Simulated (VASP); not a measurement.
Here is a VASP 6.6.1 calculation.

File INCAR:

```
  ALGO = Normal
  EDIFF = 1E-6
  ENCUT = 520
  GGA = CA
  ISIF = 2
  ISMEAR = 0
  LASPH = True
  LCHARG = False
  LREAL = False
  LWAVE = False
  NBANDS = 15
  NELM = 100
  PREC = Accurate
  SIGMA = 0.15
```

The input KPOINTS:

```
k-points
0
Gamma
  16 16 16
```

Contents of POSCAR:

```
ZrC
1.0
    0.0000000000      2.3477650992      2.2666556343
    2.3477650992      0.0000000000      2.2666556343
    2.3477650992      2.3477650992      0.0000000000
Zr C
1 1
Direct
    0.4951207967      0.5048792033      0.5048792033
    0.0370573274     -0.0370573274     -0.0370573274
```

Potentials or basis: VASP PAW LDA potentials, release 64 (Zr_sv, C).

Launch:

```sh
$ cat potpaw_LDA.64/Zr_sv/POTCAR potpaw_LDA.64/C/POTCAR > POTCAR
$ mpirun -np 1 vasp_std > vasp.out
```

Estimate the band gap on the k mesh.

zero (band 8 reaches 10.31 eV, above the bottom of band 9 at 9.55 eV).

Estimate the largest force.

1.460 eV/Å.

What does it give for the pressure?

4.3 GPa.

Forces on the atoms (eV/Å):
```
Zr  -1.460  0.000  0.000
C    1.460  0.000  0.000
```

Caveat: the cell differs from its parent crystal (mode 4 frozen in at -0.172 Å, strain +e along z and -e/2 along x and y -0.0233); forces of over 1 eV/Å act on the atoms, so gaps and moduli don't describe the material at rest.
